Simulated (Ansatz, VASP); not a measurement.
One calculation of C, two programs

```
C
1.0
     2.63839    0.00000    0.00000
    -1.31919    2.28491    0.00000
     0.00000    0.00000   28.00000
C
2
Cartesian
  0.0000 1.5233 14.0000
  1.3192 0.7616 14.0000
```

Change from the starting cell: biaxial strain +0.070, atoms relaxed.

Alike in both runs: functional PBE; dispersion D3(BJ); k mesh 18 × 18 × 1; occupations gaussian, width 0.1 eV; no spin polarisation.

Ansatz relaxed the structure, and its values are those at the end. VASP's run is a single point on that final structure, the one shown.

|  | VASP | Ansatz |
| --- | --- | --- |
| version | VASP 6.6.1 | Ansatz 0.2.0 |
| potentials or method | VASP PAW PBE potentials, release 64 (C), cutoff 520 eV | scalar-relativistic, plane waves, PAW |
| valence electrons in the cell | 8 | 8 |

|  | VASP | Ansatz | Ansatz less VASP |
| --- | --- | --- | --- |
| gap on the k mesh at the Fermi level (eV) | none | none | - |
| work function, face that differs most (eV) | 4.78 | 4.78 | 0.000 |

A gap of «none» marks a metal or a gap that the smearing closes. Ansatz's warnings: stress scf threshold loose, xc potential rough in thin density.
